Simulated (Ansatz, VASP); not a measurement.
**Two plane-wave programs on AlGa2Sb3**

File INCAR:

```
SYSTEM = AlGa2Sb3
PREC = Accurate
ENCUT = 520
EDIFF = 1E-7
ISMEAR = 0
SIGMA = 0.1
LREAL = .False.
LASPH = .True.
NELM = 100
ALGO = Normal
ISIF = 2
LWAVE = .False.
LCHARG = .True.
GGA = PE
LELF = .True.
LVHAR = .True.
NBANDS = 31
```

Contents of KPOINTS:

```
regular mesh
0
Gamma
  3 3 3
  0 0 0
```

POSCAR

```
AlGa2Sb3
1.0
    3.1538482500      1.8208751400      5.1115566400
   -3.1538482500      1.8208751400      5.1115566400
    0.0000000000     -3.6417502800      5.1115566400
Al Ga Sb
1 2 3
Direct
    0.5000000000      0.5000000000      0.5000000000
    0.2401876900      0.2401876900      0.2401876900
    0.7598123100      0.7598123100      0.7598123100
    0.5000000000      0.5000000000      0.0000000000
    0.0000000000      0.5000000000      0.5000000000
    0.5000000000      0.0000000000      0.5000000000
```

Input for Ansatz:

```yaml
crystal:
  lattice:
    - [3.15384825, 1.82087514, 5.11155664]
    - [-3.15384825, 1.82087514, 5.11155664]
    - [0.0, -3.64175028, 5.11155664]
  atoms:
    - { symbol: Al, position: [0.5, 0.5, 0.5] }
    - { symbol: Ga, position: [0.24018769, 0.24018769, 0.24018769] }
    - { symbol: Ga, position: [0.75981231, 0.75981231, 0.75981231] }
    - { symbol: Sb, position: [0.5, 0.5, 0.0] }
    - { symbol: Sb, position: [0.0, 0.5, 0.5] }
    - { symbol: Sb, position: [0.5, 0.0, 0.5] }
basis:
  ecutwfc: 420
kpoints:
  mp_grid: { grid: [3, 3, 3] }
hamiltonian:
  xc: pbe
scf:
  occupations: { method: gaussian, width: 0.1 }
  lower_state_search: "off"
output:
  forces: true
  stress: true
  eigenvalues: true
```

Alike in both runs: task single point; functional PBE; k mesh 3 × 3 × 3; occupations gaussian, width 0.1 eV; no spin polarisation.

```csv
,VASP,Ansatz
version,VASP 6.6.1,Ansatz 0.2.0
potentials or method,"VASP PAW PBE potentials, release 64 (Al, Ga_d, Sb), cutoff 520 eV","scalar-relativistic, plane waves, PAW"
valence electrons in the cell,44,74
```

Ansatz gave:

```
gap on the k mesh at the Fermi level (eV)                     : none
pressure (GPa)                                                : 19.8
traceless stress, the component that is largest in VASP (GPa) : -1.34
rms of the force components (eV/Å)                            : 2.645
```

What did VASP give for the same quantities?

gap on the k mesh at the Fermi level (eV): none; pressure (GPa): 19.9; traceless stress, the component that is largest in VASP (GPa): -1.36; rms of the force components (eV/Å): 2.650.

Atom by atom the forces differ by 0.005 eV/Å (rms over components). A gap of «none» marks a metal or a gap that the smearing closes. VASP's potentials hold 44 valence electrons a cell and Ansatz's 74, so a difference there can come from the potentials and not from the codes.

The k mesh is coarse, so the values compare programs but aren't converged. Neither program's run includes spin-orbit coupling.
